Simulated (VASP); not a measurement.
Wanted: the native input for a VASP 6.6.1 run.

```
Task                   : relaxation of cell and atoms
Functional             : PBE
Potentials or basis    : VASP PAW PBE potentials, release 64 (Ge_d, K_sv)
Cutoff                 : 600 eV
k mesh                 : 6 × 6 × 6
Occupations            : fermi-dirac, width 0.05 eV
Spin                   : no spin polarisation
Dipole correction      : no
Further INCAR settings : ALGO = Normal; EDIFF = 1e-06; IBRION = 2; EDIFFG = -0.01; NSW = 60; ISIF = 3
```

The structure of K3Ge lies in POSCAR:

```
K3Ge
1.0
    0.0000000000      4.3110110000      4.3110110000
    4.3110110000      0.0000000000      4.3110110000
    4.3110110000      4.3110110000      0.0000000000
Ge K
1 3
Direct
    0.0000000000      0.0000000000      0.0000000000
    0.5000000000      0.5000000000      0.5000000000
    0.7500000000      0.7500000000      0.7500000000
    0.2500000000      0.2500000000      0.2500000000
```

The input as run:

INCAR

```
SYSTEM = K3Ge
PREC = Accurate
ENCUT = 600
EDIFF = 1E-6
ISMEAR = -1
SIGMA = 0.05
LREAL = .FALSE.
LASPH = .TRUE.
NELM = 60
ALGO = Normal
ISIF = 3
LWAVE = .FALSE.
LCHARG = .FALSE.
GGA = PE
IBRION = 2
NSW = 60
EDIFFG = -0.01
```

KPOINTS

```
Automatic mesh
0
G
  6 6 6
  0 0 0
```

Potentials or basis: VASP PAW PBE potentials, release 64 (Ge_d, K_sv).

Run with:

```sh
$ cat potpaw_PBE.64/Ge_d/POTCAR potpaw_PBE.64/K_sv/POTCAR > POTCAR
$ mpirun -np 1 vasp_std > vasp.out
```

It gave:

```json
{"Relaxed volume": "40.31 Å³/atom", "Relaxed cell": "a = 6.109 Å, b = 6.109 Å, c = 6.109 Å, α = 60.00°, β = 60.00°, γ = 60.00°", "Space group after relaxing (to 0.1 Å)": "Fm-3m (No. 225)", "Energy gained by relaxing": "0.1 meV/atom", "Ionic steps": "3", "Pressure after relaxing": "0.0 GPa", "Band gap on the k mesh": "zero (an odd number of electrons rules out a gap without spin polarisation)"}
```

Run time: 4.2 min on 1 thread of Oxide Virtual Turin-like Processor, on a shared host, peak memory 0.36 GiB.
